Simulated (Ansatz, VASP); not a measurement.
## One calculation of PbSe, two programs

Contents of INCAR:

```
PREC = Accurate
ENCUT = 520
EDIFF = 1E-7
ISMEAR = 0
SIGMA = 0.01
LREAL = False
LASPH = True
NELM = 100
ALGO = Normal
ISIF = 2
LWAVE = False
LCHARG = False
GGA = PE
NBANDS = 17
```

Contents of KPOINTS:

```
regular mesh
0
Gamma
  6 6 6
```

The input POSCAR:

```
PbSe
1.0
    0.0000000000      3.0452156971      3.0452156971
    3.0452156971      0.0000000000      3.0452156971
    3.0452156971      3.0452156971      0.0000000000
Pb Se
1 1
Direct
    0.0000000000      0.0000000000      0.0000000000
    0.5000000000      0.5000000000      0.5000000000
```

Input for Ansatz:

```yaml
crystal:
  lattice:
    - [0.0, 3.0452156971, 3.0452156971]
    - [3.0452156971, 0.0, 3.0452156971]
    - [3.0452156971, 3.0452156971, 0.0]
  atoms:
    - { symbol: Pb, position: [0.0, 0.0, 0.0] }
    - { symbol: Se, position: [0.5, 0.5, 0.5] }
kpoints:
  mp_grid: { grid: [6, 6, 6] }
hamiltonian:
  xc: pbe
scf:
  occupations: { method: fixed }
  n_extra_bands: 4
output:
  forces: true
  stress: true
  eigenvalues: true
```

Alike in both runs: task single point; functional PBE; k mesh 6 × 6 × 6; no spin polarisation.

```csv
,VASP,Ansatz
version,VASP 6.6.1,Ansatz 0.2.0
potentials or method,"VASP PAW PBE potentials, release 64 (Pb_d, Se)","plane waves, PAW"
plane-wave cutoff (eV),520,420
occupations,"gaussian, width 0.01 eV",fixed
valence electrons in the cell,20,30
```

|  | VASP | Ansatz | Ansatz less VASP |
| --- | --- | --- | --- |
| gap on the k mesh at the Fermi level (eV) | 0.24 | 0.24 | -0.005 |
| pressure (GPa) | 3.3 | 3.3 | +0.01 |

VASP's potentials hold 20 valence electrons a cell and Ansatz's 30, so a difference there can come from the potentials and not from the codes.

Neither program's run includes spin-orbit coupling.
